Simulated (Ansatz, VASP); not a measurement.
# MgS: VASP beside Ansatz

File INCAR:

```
SYSTEM = MgS
PREC = Accurate
ENCUT = 600
EDIFF = 1E-6
ISMEAR = 0
SIGMA = 0.02
LREAL = .False.
LASPH = .True.
NELM = 120
ALGO = Normal
ISIF = 2
LWAVE = .False.
LCHARG = .False.
GGA = PS
NBANDS = 11
GGA_COMPAT = .False.
```

KPOINTS

```
regular mesh
0
Gamma
  4 4 4
  0 0 0
```

Contents of POSCAR:

```
MgS
1.0
    0.0000000000      2.6016500000      2.6016500000
    2.6016500000      0.0000000000      2.6016500000
    2.6016500000      2.6016500000      0.0000000000
Mg S
1 1
Direct
    0.0097208591     -0.0045097399     -0.0029403234
    0.4926305202      0.5034188790      0.5022290886
```

Input for Ansatz:

```yaml
crystal:
  lattice:
    - [0.0, 2.60165, 2.60165]
    - [2.60165, 0.0, 2.60165]
    - [2.60165, 2.60165, 0.0]
  atoms:
    - { symbol: Mg, position: [0.009720859062953556, -0.004509739878434515, -0.0029403234020535978] }
    - { symbol: S, position: [0.4926305202430096, 0.5034188789704622, 0.502229088625766] }
kpoints:
  mp_grid:
    grid: [4, 4, 4]
hamiltonian:
  xc: pbesol
scf:
  occupations:
    method: gaussian
    width: 0.02
output:
  forces: true
```

Alike in both runs: task single point; functional PBEsol; k mesh 4 × 4 × 4; occupations gaussian, width 0.02 eV; no spin polarisation.

|  | VASP | Ansatz |
| --- | --- | --- |
| version | VASP 6.6.1 | Ansatz 0.2.0 |
| potentials or method | VASP PAW PBE potentials, release 64 (Mg, S) | plane waves, PAW |
| plane-wave cutoff (eV) | 600 | 420 |
| valence electrons in the cell | 8 | 16 |

|  | VASP | Ansatz | Ansatz less VASP |
| --- | --- | --- | --- |
| rms of the force components (eV/Å) | 0.082 | 0.082 | -0.0001 |

VASP's potentials were made for PBE, not for PBEsol. Atom by atom the forces differ by 0.000 eV/Å (rms over components). VASP's potentials hold 8 valence electrons a cell and Ansatz's 16, so a difference there can come from the potentials and not from the codes.

The k mesh is coarse, so the values compare programs but aren't converged.
